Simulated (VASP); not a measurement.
Set up this calculation in VASP 6.6.1, as the native input.

```yaml
Task: single point
Functional: BLYP
Potentials_or_basis: VASP PAW PBE potentials, release 64 (Ag)
Cutoff: 520 eV
k_mesh: 14 × 14 × 14
Occupations: fermi-dirac, width 0.1 eV
Spin: no spin polarisation
Dipole_correction: no
Further_INCAR_settings: ALGO = Normal; EDIFF = 1e-07; NBANDS = 12
```

The structure of Ag lies in POSCAR:

```
Ag
1.0
   -1.6956316441      1.6956316441      1.6956316441
    1.6956316441     -1.6956316441      1.6956316441
    1.6956316441      1.6956316441     -1.6956316441
Ag
1
Direct
    0.0000000000      0.0000000000      0.0000000000
```

These files were run (other wordings do the same):

INCAR

```
  AGGAC = 1.0
  AGGAX = 1.0
  ALDAC = 0.0
  ALDAX = 1.0
  ALGO = Normal
  EDIFF = 1E-7
  ENCUT = 520
  GGA = B5
  ISIF = 2
  ISMEAR = -1
  LASPH = True
  LCHARG = False
  LREAL = False
  LWAVE = False
  NBANDS = 12
  NELM = 100
  PREC = Accurate
  SIGMA = 0.1
```

KPOINTS

```
k-points
0
Gamma
  14 14 14
```

Potentials or basis: VASP PAW PBE potentials, release 64 (Ag).

Run with:

```bash
$ cat potpaw_PBE.64/Ag/POTCAR > POTCAR
$ mpirun -np 1 vasp_std > vasp.out
```

Results of the run:

The pressure is 0.1 GPa.

Caveat: the PAW data sets were made with another functional, which shifts forces and pressure a little.

Run time: 39 s on 1 thread of Intel Xeon 8259CL, on a shared host, peak memory 0.15 GiB.
